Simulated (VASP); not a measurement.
# Ge (I4_1/amd) in VASP: a series of runs, part 3 of 3

VASP 6.6.1.

**6. Single point, PBE (26.77 Å³/atom)**

This run uses another cell than the first one, of 26.77 Å³/atom.

File INCAR:

```
SYSTEM = Ge
PREC     = Accurate       ! precision mode
ENCUT    = 520            ! plane-wave cutoff, eV
EDIFF    = 1E-6           ! SCF threshold, eV
ISMEAR   = 0              ! smearing method
SIGMA    = 0.15           ! smearing width, eV
LREAL    = .FALSE.        ! projectors in reciprocal space
LASPH    = .TRUE.         ! aspherical terms in the spheres
NELM     = 100            ! most SCF steps
ALGO     = Normal         ! electronic algorithm
ISIF     = 2              ! what is computed and relaxed
LWAVE    = .FALSE.        ! write WAVECAR
LCHARG   = .FALSE.        ! write CHGCAR
GGA      = PE             ! functional
NBANDS   = 21             ! bands
```

File KPOINTS:

```
Automatic mesh
0
G
  14 14 14
  0 0 0
```

File POSCAR:

```
Ge
1.0
    0.0000000000      2.9315754065      3.1147988694
    2.9315754065      0.0000000000      3.1147988694
    2.9315754065      2.9315754065      0.0000000000
Ge
2
Direct
    0.5000000000      0.5000000000      0.5000000000
    0.7500000000      0.7500000000      0.7500000000
```

Potentials or basis: VASP PAW PBE potentials, release 64 (Ge_d).

Started as:

```sh
> cat potpaw_PBE.64/Ge_d/POTCAR > POTCAR
> mpirun -np 1 vasp_std > vasp.out
```

OUTCAR:

```text
SYSTEM = Ge
   PREC = Accurate
   ENCUT = 520
   EDIFF = 1E-6
   ISMEAR = 0
   LREAL = .FALSE.
   LASPH = .TRUE.
   NELM = 100
   ISIF = 2
   GGA = PE

 ion  position               nearest neighbor table
   1  0.500  0.500  0.500-   2 2.59   2 2.59   2 2.59   2 2.59
   2  0.750  0.750  0.750-   1 2.59   1 2.59   1 2.59   1 2.59

  LATTYP: Found a body centered tetragonal cell.
 ALAT       =     4.1458736990
 C/A-ratio  =     1.5026019100

  Lattice vectors:

 A1 = (  -2.9315754065,   0.0000000000,   3.1147988694)
 A2 = (   2.9315754065,   0.0000000000,   3.1147988694)
 A3 = (   0.0000000000,   2.9315754065,  -3.1147988694)

Analysis of symmetry for initial positions (statically):
=====================================================================
 Subroutine PRICEL returns:
 Original cell was already a primitive cell.

 Routine SETGRP: Setting up the symmetry group for a
 body centered tetragonal supercell.

 Subroutine GETGRP returns: Found 16 space group operations
 (whereof  8 operations were pure point group operations)
 out of a pool of 16 trial point group operations.

The static configuration has the point symmetry D_2d.
 The point group associated with its full space group is D_4h.

Analysis of symmetry for dynamics (positions and initial velocities):
=====================================================================
 Subroutine PRICEL returns:
 Original cell was already a primitive cell.

 Routine SETGRP: Setting up the symmetry group for a
 body centered tetragonal supercell.

 Subroutine GETGRP returns: Found 16 space group operations
 (whereof  8 operations were pure point group operations)
 out of a pool of 16 trial point group operations.

The dynamic configuration has the point symmetry D_2d.
 The point group associated with its full space group is D_4h.

 Subroutine INISYM returns: Found 16 space group operations
 (whereof  8 operations are pure point group operations),
 and found     1 'primitive' translations

----------------------------------------------------------------------------------------

                                     Primitive cell

  volume of cell :      53.5380

  direct lattice vectors                    reciprocal lattice vectors
     0.000000000  2.931575406  3.114798869    -0.170556759  0.170556759  0.160524008
     2.931575406  0.000000000  3.114798869     0.170556759 -0.170556759  0.160524008
     2.931575406  2.931575406  0.000000000     0.170556759  0.170556759 -0.160524008

  length of vectors
     4.277394810  4.277394810  4.145873699     0.289736386  0.289736386  0.289736386

  position of ions in fractional coordinates (direct lattice)
     0.500000000  0.500000000  0.500000000
     0.750000000  0.750000000  0.750000000

  ion indices of the primitive-cell ions
   primitive index   ion index
                 1           1
                 2           2

----------------------------------------------------------------------------------------

 KPOINTS: Automatic mesh

Automatic generation of k-mesh.
 Grid dimensions read from file:
 generate k-points for:   14   14   14

 Generating k-lattice:

  Cartesian coordinates                     Fractional coordinates (reciprocal lattice)
    -0.012182626  0.012182626  0.011466001     0.071428571  0.000000000  0.000000000
     0.012182626 -0.012182626  0.011466001     0.000000000  0.071428571  0.000000000
     0.012182626  0.012182626 -0.011466001     0.000000000  0.000000000  0.071428571

  Length of vectors
     0.020695456  0.020695456  0.020695456

  Shift w.r.t. Gamma in fractional coordinates (k-lattice)
     0.000000000  0.000000000  0.000000000

 Subroutine IBZKPT returns following result:
 ===========================================

 Found    244 irreducible k-points:

 Following reciprocal coordinates:
            Coordinates               Weight
  0.000000  0.000000  0.000000      1.000000
  0.071429  0.000000  0.000000      8.000000
  0.142857 -0.000000  0.000000      8.000000
  0.214286 -0.000000  0.000000      8.000000
  0.285714 -0.000000  0.000000      8.000000
  0.357143 -0.000000  0.000000      8.000000
[... 16 lines left out ...]
  0.214286  0.142857  0.000000      8.000000
  0.285714  0.142857  0.000000      8.000000
 [... further k-points ...]
   k-points           NKPTS =    244   k-points in BZ     NKDIM =    244   number of bands    NBANDS=     21
   number of dos      NEDOS =    301   number of ions     NIONS =      2
   total plane-waves  NPLWV =  32768
   dimension x,y,z NGX =    32 NGY =   32 NGZ =   32
   dimension x,y,z NGXF=    64 NGYF=   64 NGZF=   64
   ions per type =               2
   NGX,Y,Z   is equivalent  to a cutoff of  12.44, 12.44, 12.83 a.u.
   NGXF,Y,Z  is equivalent  to a cutoff of  24.87, 24.87, 25.66 a.u.
 SYSTEM =  Ge
   PREC   = accura    normal or accurate (medium, high low for compatibility)
   ISTART =      0    job   : 0-new  1-cont  2-samecut
   ICHARG =      2    charge: 1-file 2-atom 10-const
   ISPIN  =      1    spin polarized calculation?
   LNONCOLLINEAR =      F non collinear calculations
   LSORBIT =      F    spin-orbit coupling
   LASPH  =      T    aspherical Exc in radial PAW
   ENCUT  =  520.0 eV  38.22 Ry    6.18 a.u.   7.95  7.95  7.71*2*pi/ulx,y,z
   NELM   =    100;   NELMIN=  2; NELMDL= -5     # of ELM steps
   EDIFF  = 0.1E-05   stopping-criterion for ELM
   LREAL  =      F    real-space projection
   EDIFFG = 0.1E-04   stopping-criterion for IOM
   NSW    =      0    number of steps for IOM
   IBRION =     -1    ionic relax: 0-MD 1-quasi-New 2-CG
   NFREE  =      0    steps in history (QN), initial steepest desc. (CG)
   ISIF   =      2    stress and relaxation
   ISYM   =      2    0-nonsym 1-usesym 2-fastsym
   POTIM  = 0.5000    time-step for ionic-motion
   TEBEG  =    0.0;   TEEND  =   0.0 temperature during run
   PSTRESS=    0.0 pullay stress
   NELECT =      28.0000    total number of electrons
   NUPDOWN=      -1.0000    fix difference up-down
   EMIN   =  10.00;   EMAX   =-10.00  energy-range for DOS
   EFERMI =   0.00;   METHOD = LEGACY
   ISMEAR =     0;   SIGMA  =   0.15  broadening in eV -4-tet -1-fermi 0-gaus
   EFERMI_NEDOS =   21; number of points for ismear=-14 and -15
   IALGO  =     38    algorithm
   IMIX   =      4    mixing-type and parameters
     AMIX     =   0.40;   BMIX     =  1.00
     AMIX_MAG =   1.60;   BMIX_MAG =  1.00
  volume/ion in A,a.u.               =      26.77       180.65
  Fermi-wavevector in a.u.,A,eV,Ry     =   1.318986  2.492522 23.670377  1.739724
  Thomas-Fermi vector in A             =   2.448916
   LORBIT       =      0    0 simple, 1 ext, 2 COOP (PROOUT), +10 PAW based schemes
   GGA     = PE    functional components
   LHFCALC =     F    Hartree Fock is set to
   AEXX    =    0.0000 exact exchange contribution
   IVDW    =     0    specifies the selected vdW correction
   LEPSILON=     F    determine dielectric tensor
   LRPA    =     F    only Hartree local field effects (RPA)
 non-spin polarized calculation
 Gauss-broadening in eV      SIGMA  =   0.15
  energy-cutoff  :      520.00
  volume of cell :       53.54
 maximum number of plane-waves:      1464
   NGX = 15   NGY = 15   NGZ = 15

 number of electron      28.0000013 magnetization

 Free energy of the ion-electron system (eV)
  ---------------------------------------------------
  ext. energy  EPLUGINS =         0.00000000
  ---------------------------------------------------
  free energy    TOTEN  =        -8.91246685 eV

  energy without entropy =       -8.91108875  energy(sigma->0) =       -8.91177780

 E-fermi :   3.4307     XC(G=0):  -9.1613

 val. band max:        3.4051610025   @ k =  -0.1429   0.0714   0.0000
 cond. band min:       3.5328417694   @ k =   0.2857  -0.0000   0.0000
 fundamental gap:      0.1276807669
 Fermi energy:         3.4307018993

 k-point     1 :       0.0000    0.0000    0.0000
  band No.  band energies     occupation
      1     -21.1530      2.00000
      2     -21.1530      2.00000
      3     -21.1477      2.00000
      4     -21.1278      2.00000
      5     -21.1251      2.00000
      6     -21.0054      2.00000
[... 13 lines left out ...]
     20      11.9466      0.00000
     21      13.0942      0.00000
[... 529 lines left out ...]
 k-point    24 :       0.2857    0.1429    0.0000
  band No.  band energies     occupation
      1     -21.1673      2.00000
      2     -21.1656      2.00000
      3     -21.1507      2.00000
      4     -21.1114      2.00000
      5     -21.0881      2.00000
      6     -21.0425      2.00000
[... 13 lines left out ...]
     20      12.0879      0.00000
     21      13.0559      0.00000

 [... further k-points ...]

------------------------ aborting loop because EDIFF is reached ----------------------------------------

  FORCE on cell =-STRESS in cart. coord.  units (eV):
  Direction    XX          YY          ZZ          XY          YZ          ZX
  --------------------------------------------------------------------------------------
  -------------------------------------------------------------------------------------
  Total       -1.2740866     -1.2740866     -2.5158373      0.0000000      0.0000000      0.0000000
  in kB      -38.1282953    -38.1282953    -75.2889080      0.0000000      0.0000000      0.0000000
  external PRESSURE =     -50.5151662 kB  Pullay stress =       0.0000000 kB

 VOLUME and BASIS-vectors are now :
 -----------------------------------------------------------------------------
  energy-cutoff  :      520.00
  volume of cell :       53.54
      direct lattice vectors                 reciprocal lattice vectors
     0.000000000  2.931575406  3.114798869    -0.170556759  0.170556759  0.160524008
     2.931575406  0.000000000  3.114798869     0.170556759 -0.170556759  0.160524008
     2.931575406  2.931575406  0.000000000     0.170556759  0.170556759 -0.160524008

 POSITION                                       TOTAL-FORCE (eV/Angst)
 -----------------------------------------------------------------------------------
      2.93158      2.93158      3.11480        -0.000000     -0.000000     -0.000000
      4.39736      4.39736      4.67220         0.000000      0.000000      0.000000
 -----------------------------------------------------------------------------------
    total drift:                               -0.000000     -0.000000      0.000000

  FREE ENERGIE OF THE ION-ELECTRON SYSTEM (eV)
  ---------------------------------------------------
  free  energy   TOTEN  =        -8.9124668494 eV

  energy  without entropy=       -8.9110887537  energy(sigma->0) =       -8.91177780
```

It took 3.2 min on 1 thread of AMD EPYC 7R13 (Zen 3), shared host; peak memory 0.3 GiB.

What came out:

* Free energy: -8.9125 eV
* Pressure: -5.1 GPa
* Band gap on the k mesh: zero (bands 14 and 15 overlap by 0.46 eV)

Stress tensor (GPa, compression positive):
```
-3.81  0.00  0.00
 0.00 -3.81  0.00
 0.00  0.00 -7.53
```

Levels at points of the mesh, in eV from the Fermi level:
```tsv
k point	band 10	band 11	band 12	band 13	band 14	band 15	band 16	band 17	band 18	band 19
(0.00, 0.00, 0.00)	-24.41	-11.54	-1.36	-0.23	0.22	0.22	2.45	2.45	2.74	6.09
(0.50, 0.00, 0.00)	-24.39	-9.82	-6.89	-1.33	-0.86	-0.25	3.61	3.82	7.06	9.18
(0.50, 0.50, 0.00)	-24.38	-8.41	-8.41	-2.22	-2.22	1.26	1.26	8.16	8.16	9.92
(0.50, 0.00, 0.50)	-24.40	-8.19	-8.19	-2.58	-2.58	0.85	0.85	8.13	8.13	10.00
```

Caveat: the cell stands under tension; semilocal functionals underestimate gaps, so a narrow gap can read as zero.

**7. Single point, PBE (26.77 Å³/atom)**

This run uses another cell than the first one, of 26.77 Å³/atom.

File INCAR:

```
SYSTEM = Ge
ALGO     = Normal         ! electronic algorithm
EDIFF    = 1E-7           ! SCF threshold, eV
ENCUT    = 520            ! plane-wave cutoff, eV
GGA      = PE             ! functional
ISIF     = 2              ! what is computed and relaxed
ISMEAR   = 0              ! smearing method
LASPH    = .TRUE.         ! aspherical terms in the spheres
LCHARG   = .FALSE.        ! write CHGCAR
LREAL    = .FALSE.        ! projectors in reciprocal space
LWAVE    = .FALSE.        ! write WAVECAR
NBANDS   = 21             ! bands
NELM     = 60             ! most SCF steps
PREC     = Accurate       ! precision mode
SIGMA    = 0.15           ! smearing width, eV
```

File KPOINTS:

```
k-points
0
G
  14 14 14
  0 0 0
```

File POSCAR:

```
Ge
1.0
    0.0000000000      2.8153467814      3.3772899990
    2.8153467814      0.0000000000      3.3772899990
    2.8153467814      2.8153467814      0.0000000000
Ge
2
Direct
    0.5000000000      0.5000000000      0.5000000000
    0.7500000000      0.7500000000      0.7500000000
```

Started as:

```sh
> cat potpaw_PBE.64/Ge_d/POTCAR > POTCAR
> mpirun -np 1 vasp_std > vasp.out
```

It took 4.3 min on 1 thread of AMD EPYC 7R13 (Zen 3), shared host; peak memory 0.31 GiB.

Results (log left out):

- Free energy: -8.7035 eV
- Pressure: -4.6 GPa
- Band gap on the k mesh: zero (bands 14 and 15 overlap by 0.86 eV)

Stress tensor (GPa, compression positive):
```
 -0.80   0.00   0.00
  0.00  -0.80   0.00
  0.00   0.00 -12.20
```

Levels at points of the mesh, in eV from the Fermi level:
| k point | band 12 | band 13 | band 14 | band 15 | band 16 | band 17 |
| --- | --- | --- | --- | --- | --- | --- |
| (0.00, 0.00, 0.00) | -1.76 | -1.00 | 0.47 | 0.47 | 2.28 | 2.28 |
| (0.50, 0.00, 0.00) | -6.98 | -1.90 | -0.70 | -0.39 | 3.65 | 3.98 |
| (0.50, 0.50, 0.00) | -8.79 | -1.76 | -1.76 | 1.76 | 1.76 | 7.76 |
| (0.50, 0.00, 0.50) | -8.10 | -2.82 | -2.82 | 0.48 | 0.48 | 7.16 |

Caveat: the cell stands under tension.

**8. Overview**

```csv
cell,gap on the mesh (eV),pressure (GPa)
"a = 4.281, b = 4.281, c = 4.014 Å, angles 62.0, 62.0, 55.9°, 2 atoms",none,-3.7
"a = 4.111, b = 4.111, c = 4.352 Å, angles 58.0, 58.0, 63.9°, 2 atoms",none,-3.8
"a = 4.192, b = 4.192, c = 4.317 Å, angles 59.0, 59.0, 62.0°, 2 atoms",none,-5.1
"a = 4.138, b = 4.138, c = 4.495 Å, angles 57.1, 57.1, 65.8°, 2 atoms",none,-5.1
"a = 4.277, b = 4.277, c = 4.146 Å, angles 61.0, 61.0, 58.0°, 2 atoms",none,-5.1
"a = 4.397, b = 4.397, c = 3.982 Å, angles 63.1, 63.1, 53.8°, 2 atoms",none,-4.6
```

Alike in all rows: task single point; level PBE; potentials or basis VASP PAW PBE potentials, release 64 (Ge_d); no spin polarisation; k mesh 14 × 14 × 14; cutoff (eV) 520; smearing gaussian 0.15 eV.

Caveats: the cell stands under tension; semilocal functionals underestimate gaps, so a narrow gap can read as zero (at least some runs).

Total energies depend on the potentials used, so only differences within one code and one set of settings carry meaning.
